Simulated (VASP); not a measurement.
Pd, 1 atom in the cell. The structure is tetragonal, space group I4/mmm (No. 139). Conventional cell: a = 2.959 Å, b = 2.959 Å, c = 3.551 Å, α = 90.00°, β = 90.00°, γ = 90.00°. Within 3.6 Å of Pd (site symmetry 4/mmm) lie 14 Pd at 2.74 to 3.55 Å.  This cell differs from its parent crystal: ratio of the length along z to the lengths across it x 1.2, volume and fractional coordinates fixed.

| Quantity | Value |
| --- | --- |
| Program | VASP 6.6.1 |
| Task | single point |
| Functional | PBEsol |
| Potentials or basis | VASP PAW PBE potentials, release 64 (Pd) |
| Cutoff | 520 eV |
| k mesh | 24 × 24 × 24 |
| Occupations | gaussian, width 0.15 eV |
| Spin | no spin polarisation |
| Dipole correction | no |
| Further INCAR settings | ALGO = Fast; EDIFF = 1e-06; NBANDS = 11 |

Potentials or basis: VASP PAW PBE potentials, release 64 (Pd).

Command:

```sh
$ cat potpaw_PBE.64/Pd/POTCAR > POTCAR
$ mpirun -np 1 vasp_std > vasp.out
```

Hardware: 1 thread of AMD EPYC 9R45 96-Core Processor (Zen 5), with other jobs on the host.

Problem. Estimate the wall time of this run.

Solution. It took 74 s on 1 thread of AMD EPYC 9R45 96-Core Processor (Zen 5), on a shared host, peak memory 0.25 GiB. Counts: scf iterations 12, k points 1063.
